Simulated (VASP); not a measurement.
A run of VASP 6.6.1:

Contents of INCAR:

```
SYSTEM = Cd
  PREC = Accurate
  ENCUT = 520
  EDIFF = 1E-6
  ISMEAR = -1
  SIGMA = 0.05
  LREAL = .False.
  LASPH = .True.
  NELM = 60
  ALGO = Fast
  ISIF = 2
  LWAVE = .False.
  LCHARG = .False.
  GGA = CA
  NBANDS = 19
```

The input KPOINTS:

```
regular mesh
0
Gamma
  10 10 5
  0 0 0
```

POSCAR

```
Cd
1.0
    2.9386100647      0.0000000000      0.0000000000
   -1.4693050324      2.5449109679      0.0000000000
    0.0000000000      0.0000000000      5.5417265037
Cd
2
Direct
    0.6666666667      0.3333333333      0.7500000000
    0.3333333333      0.6666666667      0.2500000000
```

Potentials or basis: VASP PAW LDA potentials, release 64 (Cd).

Launch:

```bash
$ cat potpaw_LDA.64/Cd/POTCAR > POTCAR
$ mpirun -np 1 vasp_std > vasp.out
```

Hardware: 1 thread of AMD EPYC 9R14 (Zen 4), on a shared host.

Question: How long does it take, and how much memory?

Answer: Wall time 18 s on 1 thread of AMD EPYC 9R14 (Zen 4) (shared host), peak memory 0.12 GiB. Counts: scf iterations 12, k points 42.
